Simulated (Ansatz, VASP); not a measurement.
**One calculation of InAs, two programs**

INCAR

```
SYSTEM = InAs
  AGGAC = 1.0
  AGGAX = 1.0
  ALDAC = 0.0
  ALDAX = 1.0
  ALGO = Normal
  EDIFF = 1E-6
  ENCUT = 520
  GGA = B5
  ISIF = 2
  ISMEAR = -1
  LASPH = .TRUE.
  LCHARG = .FALSE.
  LREAL = .FALSE.
  LWAVE = .FALSE.
  NBANDS = 16
  NELM = 100
  PREC = Accurate
  SIGMA = 0.05
```

The input KPOINTS:

```
k-points
0
G
  8 8 8
  0 0 0
```

Contents of POSCAR:

```
InAs
1.0
    0.0000000000      3.0180000000      3.0180000000
    3.0180000000      0.0000000000      3.0180000000
    3.0180000000      3.0180000000      0.0000000000
In As
1 1
Direct
    0.0000000000      0.0000000000      0.0000000000
    0.7500000000      0.7500000000      0.7500000000
```

The input input.yaml:

```yaml
crystal:
  lattice:
    - [0.0, 3.018, 3.018]
    - [3.018, 0.0, 3.018]
    - [3.018, 3.018, 0.0]
  atoms:
    - { symbol: In, position: [0.0, 0.0, 0.0] }
    - { symbol: As, position: [0.75, 0.75, 0.75] }
kpoints:
  mp_grid: { grid: [8, 8, 8] }
  band_path:
    path:
      - [0.0, 0.0, 0.0]
      - [0.5, 0.0, 0.5]
      - [0.5, 0.25, 0.75]
      - [0.375, 0.375, 0.75]
      - [0.0, 0.0, 0.0]
      - [0.5, 0.5, 0.5]
      - [0.625, 0.25, 0.625]
      - [0.5, 0.25, 0.75]
    npoints: 10
scf:
  occupations: { method: fermi_dirac, width: 0.05 }
hamiltonian:
  xc: blyp
  pseudopotentials: { kind: all_electron, lapw: { basis_error: 0.001 } }
output:
  forces: true
  stress: true
  eigenvalues: true
```

Alike in both runs: functional BLYP; k mesh 8 × 8 × 8; occupations fermi-dirac, width 0.05 eV; no spin polarisation.

```csv
,VASP,Ansatz
version,VASP 6.6.1,Ansatz 0.2.0
potentials or method,"VASP PAW PBE potentials, release 64 (In_d, As), cutoff 520 eV","all-electron LAPW, scalar-relativistic"
task,single point,band structure
```

|  | VASP | Ansatz | Ansatz less VASP |
| --- | --- | --- | --- |
| gap on the k mesh at the Fermi level (eV) | none | none | - |
| pressure (GPa) | 7.6 | 7.5 | -0.18 |

VASP's potentials were made for PBE, not for BLYP. A gap of «none» marks a metal or a gap that the smearing closes. Ansatz ran all-electron here, and VASP with PAW potentials.
